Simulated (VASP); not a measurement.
A run of VASP 6.6.1 is set up as follows.

Contents of INCAR:

```
PREC = Accurate
ENCUT = 520
EDIFF = 1E-7
ISMEAR = -1
SIGMA = 0.06122561905347299
LREAL = F
LASPH = T
NELM = 60
ALGO = Normal
ISIF = 2
LWAVE = F
LCHARG = F
GGA = PE
NBANDS = 14
```

File KPOINTS:

```
Automatic mesh
0
Gamma
  39 39 39
```

Contents of POSCAR:

```
C2O
1.0
    0.0000000000      2.4734218781      2.4734218781
    2.4734218781      0.0000000000      2.4734218781
    2.4734218781      2.4734218781      0.0000000000
C O
2 1
Direct
    0.2500000000      0.2500000000      0.2500000000
    0.7500000000      0.7500000000      0.7500000000
    0.0000000000      0.0000000000      0.0000000000
```

Potentials or basis: VASP PAW PBE potentials, release 64 (C, O).

Run with:

```console
$ cat potpaw_PBE.64/C/POTCAR potpaw_PBE.64/O/POTCAR > POTCAR
$ mpirun -np 1 vasp_std > vasp.out
```

Q: What does it give for the band gap on the k mesh?

A: Zero (bands 7 and 8 overlap by 1.92 eV).

Q: What does it give for the pressure?

A: -6.0 GPa.

Caveat: the cell stands under tension.
